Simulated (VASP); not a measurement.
Here is a VASP 6.6.1 calculation.

Contents of POSCAR:

```
SiC
1.0
    3.0775550330      0.0000000000      0.0000000000
   -1.5387775165      2.6652408402      0.0000000000
    0.0000000000      0.0000000000     10.3790244696
Si C
4 4
Direct
    0.0000000000      0.0000000000      0.0004178931
    0.3333333333      0.6666666667      0.2503391384
    0.0000000000      0.0000000000      0.5004178931
    0.6666666667      0.3333333333      0.7503391384
    0.0000000000      0.0000000000      0.1868318429
    0.3333333333      0.6666666667      0.4374111256
    0.0000000000      0.0000000000      0.6868318429
    0.6666666667      0.3333333333      0.9374111256
```

INCAR.step1

```
PREC     = Accurate       # precision mode
ENCUT    = 520            # plane-wave cutoff, eV
EDIFF    = 1E-5           # SCF threshold, eV
ISMEAR   = 0              # smearing method
SIGMA    = 0.01           # smearing width, eV
LREAL    = F              # projectors in reciprocal space
LASPH    = T              # aspherical terms in the spheres
NELM     = 60             # most SCF steps
ALGO     = Normal         # electronic algorithm
ISIF     = 2              # what is computed and relaxed
LWAVE    = T              # write WAVECAR
LCHARG   = F              # write CHGCAR
GGA      = PE             # functional
NBANDS   = 26             # bands
```

Contents of INCAR.step2:

```
PREC     = Accurate       # precision mode
ENCUT    = 520            # plane-wave cutoff, eV
EDIFF    = 1E-6           # SCF threshold, eV
ISMEAR   = 0              # smearing method
SIGMA    = 0.01           # smearing width, eV
LREAL    = F              # projectors in reciprocal space
LASPH    = T              # aspherical terms in the spheres
NELM     = 60             # most SCF steps
ALGO     = Normal         # electronic algorithm
ISIF     = 2              # what is computed and relaxed
LWAVE    = F              # write WAVECAR
LCHARG   = F              # write CHGCAR
GGA      = PE             # functional
LHFCALC  = T              # exact exchange
HFSCREEN = 0.2079         # screening, 1/A
PRECFOCK = Fast         
ISTART   = 1            
NBANDS   = 26             # bands
```

File KPOINTS:

```
Automatic mesh
0
Gamma
  6 6 2
```

Potentials or basis: VASP PAW PBE potentials, release 64 (Si, C).

Launch:

```console
$ cat potpaw_PBE.64/Si/POTCAR potpaw_PBE.64/C/POTCAR > POTCAR
$ cp INCAR.step1 INCAR
$ mpirun -np 1 vasp_std > vasp.out
$ cp INCAR.step2 INCAR
$ mpirun -np 1 vasp_std > vasp.out
```

(1) Estimate the pressure.

(2) Predict the band gap on the k mesh.

Results:

(1) -7.7 GPa.

(2) 2.95 eV (least direct gap 4.27 eV).

Caveat: the cell differs from its parent crystal (uniaxial z strain +3.0%); the cell stands under tension; the PAW data sets were made with another functional, which shifts forces and pressure a little.
